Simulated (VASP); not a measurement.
InP: single point with PBE

Crystal: InP.

```xyz
8
Lattice="5.5403 0.0000 0.0000 0.0000 -5.5403 0.0000 0.0000 0.0000 -5.5403" Properties=species:S:1:pos:R:3 pbc="T T T"
In    0.0000   -5.5403   -5.6403
In    2.7702   -2.7702   -5.5403
In    2.7702   -5.5403   -2.7702
In    0.0000   -2.7702   -2.7702
P     2.7702   -5.5403   -5.5403
P     0.0000   -2.7702   -5.5403
P     0.0000   -5.5403   -2.7702
P     2.7702   -2.7702   -2.7702
```

This cell differs from its parent crystal: atom 1 (In) moved -0.100 Å along Cartesian [0 0 1].

```yaml
Program: VASP 6.6.1
Task: single point
Functional: PBE
Potentials_or_basis: VASP PAW PBE potentials, release 64 (In_d, P)
Cutoff: 520 eV
k_mesh: 12 × 12 × 12
Occupations: gaussian, width 0.15 eV
Spin: no spin polarisation
Dipole_correction: no
Further_INCAR_settings: ALGO = Fast; EDIFF = 1e-07; NBANDS = 46
```

The pressure is 0.1 GPa, the largest force is 0.312 eV/Å and the band gap on the k mesh is zero (bands 36 and 37 overlap by 1.60 eV).

Forces on the atoms (eV/Å):
```
In   0.000  0.000  0.312
In   0.000  0.000  0.010
In   0.000  0.000 -0.054
In   0.000  0.000 -0.054
P    0.000  0.000  0.023
P    0.000  0.000  0.023
P    0.000  0.000 -0.265
P    0.000  0.000  0.005
```

Stress tensor (GPa, compression positive):
```
-0.02  0.00  0.00
 0.00 -0.02  0.00
 0.00  0.00  0.28
```

Levels at points of the mesh, in eV from the Fermi level:
| k point | band 33 | band 34 | band 35 | band 36 | band 37 | band 38 | band 39 | band 40 |
| --- | --- | --- | --- | --- | --- | --- | --- | --- |
| (0.00, 0.00, 0.00) | -2.35 | -2.34 | -2.34 | -2.28 | -0.30 | -0.30 | -0.30 | 0.49 |
| (0.50, 0.00, 0.00) | -1.44 | -1.44 | -1.43 | -1.43 | 1.01 | 1.02 | 2.36 | 2.36 |
| (0.00, 0.00, 0.50) | -1.47 | -1.47 | -1.40 | -1.40 | 0.98 | 1.05 | 2.35 | 2.36 |
| (0.50, 0.50, 0.00) | -0.14 | -0.14 | -0.14 | -0.14 | 2.28 | 2.29 | 2.29 | 2.29 |
| (0.00, 0.50, 0.50) | -0.20 | -0.14 | -0.14 | -0.09 | 2.23 | 2.26 | 2.32 | 2.33 |
| (0.50, 0.50, 0.50) | 0.12 | 0.12 | 0.13 | 0.13 | 2.47 | 2.47 | 2.47 | 2.48 |

It took 39 min on 1 thread of Oxide Virtual Turin-like Processor, on a shared host, peak memory 1 GiB.

Caveat: the cell differs from its parent crystal (atom 1 (In) moved -0.100 Å along Cartesian [0 0 1]); spin-orbit coupling is left out, which moves the levels of the heavy elements.
